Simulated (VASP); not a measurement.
Runs of VASP 6.6.1 on Rh. The structure is that of space group P6_3/mmc (No. 194), or close to it. The cells are those of the table. This isn't the form of Rh at room conditions, which is fcc.

```tsv
fixed moment (μB)	cell	pressure (GPa)	moment (μB)
2.0	a = 2.550, b = 2.550, c = 4.104 Å, angles 90.0, 90.0, 120.0°, 2 atoms	93.9	2.00
1.0	a = 2.778, b = 2.778, c = 4.471 Å, angles 90.0, 90.0, 120.0°, 2 atoms	(a)	1.00
1.0	a = 2.830, b = 2.830, c = 4.554 Å, angles 90.0, 90.0, 120.0°, 2 atoms	-20.1	1.00
0.75	a = 2.778, b = 2.778, c = 4.471 Å, angles 90.0, 90.0, 120.0°, 2 atoms	-11.8	0.75
0.5	a = 2.830, b = 2.830, c = 4.554 Å, angles 90.0, 90.0, 120.0°, 2 atoms	-21.0	0.50
1.75	a = 2.725, b = 2.725, c = 4.385 Å, angles 90.0, 90.0, 120.0°, 2 atoms	4.7	1.75
1.0	a = 2.725, b = 2.725, c = 4.385 Å, angles 90.0, 90.0, 120.0°, 2 atoms	(b)	1.00
1.25	a = 2.778, b = 2.778, c = 4.471 Å, angles 90.0, 90.0, 120.0°, 2 atoms	-10.6	1.25
1.5	a = 2.611, b = 2.611, c = 4.202 Å, angles 90.0, 90.0, 120.0°, 2 atoms	50.0	1.50
0.75	a = 2.669, b = 2.669, c = 4.296 Å, angles 90.0, 90.0, 120.0°, 2 atoms	19.7	0.75
```

Alike in all rows: task single point; level PBE; potentials or basis VASP PAW PBE potentials, release 64 (Rh_pv); spin collinear, ferromagnetic start; k mesh 21 × 21 × 12; cutoff (eV) 500; smearing gaussian 0.15 eV.

Fill in the values left out.

(a) -11.3; (b) 1.7.

Caveats: the total moment is fixed, so each spin has its own Fermi level and the state may be an excited one; the cell stands under tension (at least some runs); the cell stands under pressure (at least some runs).
